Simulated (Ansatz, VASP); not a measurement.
**In: VASP beside Ansatz**

Contents of INCAR:

```
SYSTEM = In
PREC = Accurate ; ENCUT = 600
EDIFF = 1E-7 ; ISMEAR = 0
SIGMA = 0.1 ; LREAL = .False.
LASPH = .True. ; NELM = 100
ALGO = Fast ; ISIF = 3
LWAVE = .False. ; LCHARG = .False.
GGA = PE ; IBRION = 2
NSW = 90 ; EDIFFG = -0.04
```

KPOINTS

```
Automatic mesh
0
Gamma
  6 6 6
  0 0 0
```

POSCAR

```
In
1.0
    2.6803232700      0.0000000000      0.0000000000
    0.0000000000      2.7542942500      0.0000000000
    0.0000000000      0.0000000000      3.4738872300
In
1
Direct
    0.5000000000      0.0000000000      0.5000000000
```

Input for Ansatz:

```yaml
crystal:
  lattice:
    - [2.68032327, 0.0, 0.0]
    - [0.0, 2.75429425, 0.0]
    - [0.0, 0.0, 3.47388723]
  atoms:
    - { symbol: In, position: [0.5, 0.0, 0.5] }
basis:
  ecutwfc: 420
kpoints:
  mp_grid: { grid: [6, 6, 6] }
hamiltonian:
  xc: pbe
scf:
  occupations: { method: gaussian, width: 0.1 }
  lower_state_search: "off"
output:
  forces: true
  stress: true
  eigenvalues: true
relax:
  adjacent_minimum: "off"
  f_tol: 0.04
  max_steps: 70
  cell: { stress_tol: 0.4 }
```

Alike in both runs: task relaxation of cell and atoms; functional PBE; k mesh 6 × 6 × 6; occupations gaussian, width 0.1 eV; no spin polarisation.

```csv
,VASP,Ansatz
version,VASP 6.6.1,Ansatz 0.2.0
potentials or method,"VASP PAW PBE potentials, release 64 (In_d), cutoff 600 eV","scalar-relativistic, plane waves, PAW"
valence electrons in the cell,13,13
```

```tsv
	VASP	Ansatz	Ansatz less VASP
gap on the k mesh at the Fermi level, each at its own relaxed structure (eV)	none	none	-
relaxed volume (Å³/atom)	30.35	30.34	-0.011
relaxed cell length with the largest relative difference (Å)	3.235	3.228	-0.0065
```

A gap of «none» marks a metal or a gap that the smearing closes.

The k mesh is coarse, so the values compare programs but aren't converged. Noted on VASP's run: the volume moved by over 15 % at a fixed basis, so the end points are rough.
